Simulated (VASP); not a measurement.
The system is Zn.

```
CELL_PARAMETERS angstrom
2.59749 0.00000 0.00000
-1.29874 2.24949 0.00000
0.00000 0.00000 4.61657
ATOMIC_POSITIONS crystal
Zn 0.33333 0.66667 0.25000
Zn 0.66667 0.33333 0.75000
```

| Quantity | Value |
| --- | --- |
| Program | VASP 6.6.1 |
| Task | relaxation of cell and atoms |
| Functional | LDA |
| Potentials or basis | VASP PAW LDA potentials, release 64 (Zn) |
| Cutoff | 600 eV |
| k mesh | 18 × 18 × 10 |
| Occupations | gaussian, width 0.1 eV |
| Spin | no spin polarisation |

At the start: pressure 0.3 GPa; volume 13.49 Å³/atom.

Q: How do energy, volume and symmetry change on relaxing?

A: Over 45 steps the energy falls by 7.2 meV/atom and the volume is 13.75 Å³/atom (+2.0 %); space group P6_3/mmc (No. 194, to 0.1 Å) before and after.

The path:
```csv
step,energy change (eV),largest force (eV/Å),pressure (GPa),volume (Å³)
1,0.0000,0.0000,0.32,26.97
3,-0.0016,0.0000,-1.04,27.39
5,-0.0019,0.0000,-1.54,27.66
7,-0.0018,0.0000,-2.15,27.85
9,-0.0021,0.0000,-2.37,27.91
11,-0.0027,0.0000,-2.77,28.15
13,-0.0052,0.0000,-3.01,28.13
15,-0.0117,0.0000,-1.95,28.04
17,-0.0126,0.0000,-1.29,27.94
19,-0.0137,0.0000,1.17,27.23
21,-0.0145,0.0000,-0.13,27.56
23,-0.0145,0.0000,-0.18,27.52
25,-0.0145,0.0000,0.10,27.51
27,-0.0145,0.0000,-0.07,27.50
29,-0.0145,0.0000,0.02,27.50
31,-0.0145,0.0000,0.09,27.50
33,-0.0145,0.0000,0.07,27.50
35,-0.0145,0.0000,0.08,27.50
37,-0.0145,0.0000,0.03,27.50
39,-0.0145,0.0000,0.01,27.50
41,-0.0145,0.0000,-0.03,27.50
43,-0.0145,0.0000,0.09,27.50
45,-0.0145,0.0000,0.00,27.50
```

Final structure:
```cif
data_structure
_symmetry_space_group_name_H-M 'P 1'
_symmetry_Int_Tables_number 1
_cell_length_a 2.5569
_cell_length_b 2.5569
_cell_length_c 4.8571
_cell_angle_alpha 90.000
_cell_angle_beta 90.000
_cell_angle_gamma 120.000
_cell_volume 27.50
loop_
_atom_site_label
_atom_site_type_symbol
_atom_site_fract_x
_atom_site_fract_y
_atom_site_fract_z
_atom_site_occupancy
Zn1 Zn 0.33333 0.66667 0.25000 1
Zn2 Zn 0.66667 0.33333 0.75000 1
```
